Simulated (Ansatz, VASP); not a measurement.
One calculation of MgO, two programs

```
Mg O
1.0
     0.00000    2.08033    2.08033
     2.08033    0.00000    2.08033
     2.08033    2.08033    0.00000
Mg O
1 1
Cartesian
  0.0000 0.0000 0.0000
  2.0803 2.0803 2.0803
```

Alike in both runs: functional LDA; k mesh 8 × 8 × 8; occupations gaussian, width 0.02 eV; no spin polarisation.

Ansatz relaxed the structure, and its values are those at the end. VASP's run is a single point on that final structure, the one shown.

|  | VASP | Ansatz |
| --- | --- | --- |
| version | VASP 6.6.1 | Ansatz 0.2.0 |
| potentials or method | VASP PAW LDA potentials, release 64 (Mg, O), cutoff 600 eV | scalar-relativistic, plane waves, PAW |
| valence electrons in the cell | 8 | 16 |

```csv
,VASP,Ansatz,Ansatz less VASP
gap on the k mesh at the Fermi level (eV),5.03,5.03,+0.003
least direct gap on the mesh (eV),5.03,5.03,+0.003
pressure (GPa),-2.1,0.0,+2.13
```

Ansatz warns that its potentials were made for another functional, while VASP's fit it. LDA's correlation is that of Perdew and Zunger in VASP and of Perdew and Wang (1992) in Ansatz. VASP's potentials hold 8 valence electrons a cell and Ansatz's 16, so a difference there can come from the potentials and not from the codes.
